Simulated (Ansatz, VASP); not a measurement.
## ZrC in VASP and in Ansatz

```xyz
2
Lattice="0.0000 2.3559 2.3559 2.3559 0.0000 2.3559 2.3559 2.3559 0.0000" Properties=species:S:1:pos:R:3 pbc="T T T"
Zr    2.3559    2.3559    2.3559
C     0.0000    0.0000    0.0000
```

Alike in both runs: task single point; functional r2SCAN; dispersion D3(BJ); k mesh 12 × 12 × 12; no spin polarisation.

```csv
,VASP,Ansatz
version,VASP 6.6.1,Ansatz 0.2.0
potentials or method,"VASP PAW PBE potentials, release 64 (Zr_sv, C), cutoff 660 eV","scalar-relativistic, plane waves, PAW"
occupations,tetrahedron,tetrahedron-uncorrected
valence electrons in the cell,16,16
```

```tsv
	VASP	Ansatz	Ansatz less VASP
gap on the k mesh at the Fermi level (eV)	none	none	-
pressure (GPa)	-2.3	-2.4	-0.11
```

VASP's potentials were made for PBE, not for r2SCAN. A gap of «none» marks a metal or a gap that the smearing closes. Ansatz's warnings: band table not solved further, dispersion damping borrowed.
